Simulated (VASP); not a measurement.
A run of VASP 6.6.1 is set up as follows.

INCAR

```
SYSTEM = BN
PREC = Accurate
ENCUT = 520
EDIFF = 1E-7
ISMEAR = 0
SIGMA = 0.01
LREAL = .False.
LASPH = .True.
NELM = 60
ALGO = Normal
ISIF = 2
LWAVE = .False.
LCHARG = .True.
GGA = CA
LELF = .True.
LVHAR = .True.
NBANDS = 11
```

The input KPOINTS:

```
Automatic mesh
0
Gamma
  10 10 10
  0 0 0
```

Contents of POSCAR:

```
BN
1.0
    0.0000000000      3.5638690120      2.2085741581
    1.2761800362      0.0000000000      2.2085741581
    1.2761800362      3.5638690120      0.0000000000
B N
1 1
Direct
    0.0000490000      0.0000490000      0.9999510000
    0.6666666667      0.6666666667      0.3333333333
```

Potentials or basis: VASP PAW LDA potentials, release 64 (B, N).

Run with:

```console
$ cat potpaw_LDA.64/B/POTCAR potpaw_LDA.64/N/POTCAR > POTCAR
$ mpirun -np 1 vasp_std > vasp.out
```

Problem. Estimate the pressure.

Solution. -15.6 GPa.

Problem. Predict the largest force.

Solution. 0.010 eV/Å.

Problem. Predict the band gap on the k mesh.

Solution. 3.66 eV, indirect (least direct gap 4.47 eV).

Stress tensor (GPa, compression positive):
```
-22.77   0.00   0.00
  0.00  -1.37   0.00
  0.00   0.00 -22.69
```

A k mesh can miss the band edges.
